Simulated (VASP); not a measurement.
Set up this calculation in VASP 6.6.1, as the native input.

* Task: single point
* Functional: LDA
* Potentials or basis: VASP PAW LDA potentials, release 64 (Sn_d, O)
* Cutoff: 520 eV
* k mesh: 6 × 6 × 8
* Occupations: gaussian, width 0.05 eV
* Spin: no spin polarisation
* Dipole correction: no
* Further INCAR settings: ALGO = Normal; EDIFF = 1e-07; NBANDS = 35

The structure of SnO2 lies in POSCAR:

```
SnO2
1.0
    4.7207174017      0.0000000000      0.0000000000
    0.0000000000      4.7207174017      0.0000000000
    0.0000000000      0.0000000000      3.1887553105
Sn O
2 4
Direct
    0.0000000000      0.0000000000     -0.0658564172
    0.5000000000      0.5000000000      0.5658564172
    0.2165333303      0.3956797689      0.0383163468
    0.2834666697      0.8956797689      0.4616836532
    0.7834666697      0.6043202311      0.0383163468
    0.7165333303      0.1043202311      0.4616836532
```

This cell differs from its parent crystal: mode 4 frozen in at -0.598 Å and mode 5 at -0.210 Å (largest displacements).

These files were run (other wordings do the same):

INCAR

```
SYSTEM = SnO2
PREC = Accurate
ENCUT = 520
EDIFF = 1E-7
ISMEAR = 0
SIGMA = 0.05
LREAL = .FALSE.
LASPH = .TRUE.
NELM = 60
ALGO = Normal
ISIF = 2
LWAVE = .FALSE.
LCHARG = .FALSE.
GGA = CA
NBANDS = 35
```

KPOINTS

```
regular mesh
0
G
  6 6 8
  0 0 0
```

Potentials or basis: VASP PAW LDA potentials, release 64 (Sn_d, O).

Command:

```bash
$ cat potpaw_LDA.64/Sn_d/POTCAR potpaw_LDA.64/O/POTCAR > POTCAR
$ mpirun -np 1 vasp_std > vasp.out
```

It gave:

| Quantity | Value |
| --- | --- |
| Pressure | -8.3 GPa |
| Largest force | 2.306 eV/Å |
| Band gap on the k mesh | 0.30 eV, direct |

Caveat: the cell differs from its parent crystal (mode 4 frozen in at -0.598 Å and mode 5 at -0.210 Å (largest displacements)); spin-orbit coupling is left out, which moves the levels of the heavy elements; forces of over 1 eV/Å act on the atoms, so gaps and moduli don't describe the material at rest.

Wall time 88 s on 1 thread of Intel(R) Xeon(R) Platinum 8488C (Sapphire Rapids) (shared host), peak memory 0.26 GiB.
